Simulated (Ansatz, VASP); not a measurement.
# BaTiO3 in VASP and in Ansatz

```
CELL_PARAMETERS angstrom
3.98550 0.00000 0.00000
0.00000 2.83690 2.84515
0.00000 -2.83690 2.84515
ATOMIC_POSITIONS crystal
Ba 0.00000 0.00000 0.00000
Ti 0.50000 0.51240 0.51240
O 0.00000 0.48740 0.48740
O 0.50000 0.50524 0.99184
O 0.50000 0.99184 0.50524
```

Alike in both runs: task single point; functional PBEsol; k mesh 4 × 4 × 4; no spin polarisation; Hubbard terms Ti d U = 4.5 eV.

|  | VASP | Ansatz |
| --- | --- | --- |
| version | VASP 6.6.1 | Ansatz 0.2.0 |
| potentials or method | VASP PAW PBE potentials, release 64 (Ba_sv, Ti_sv, O), cutoff 520 eV | plane waves, PAW |
| occupations | gaussian, width 0.01 eV | fixed |
| valence electrons in the cell | 40 | 40 |

```csv
,VASP,Ansatz,Ansatz less VASP
gap on the k mesh at the Fermi level (eV),2.31,2.36,+0.047
```

VASP's potentials were made for PBE, not for PBEsol. The programs project onto different local orbitals, so the same U acts differently, and such runs can settle in different states.

Neither program's run includes spin-orbit coupling.
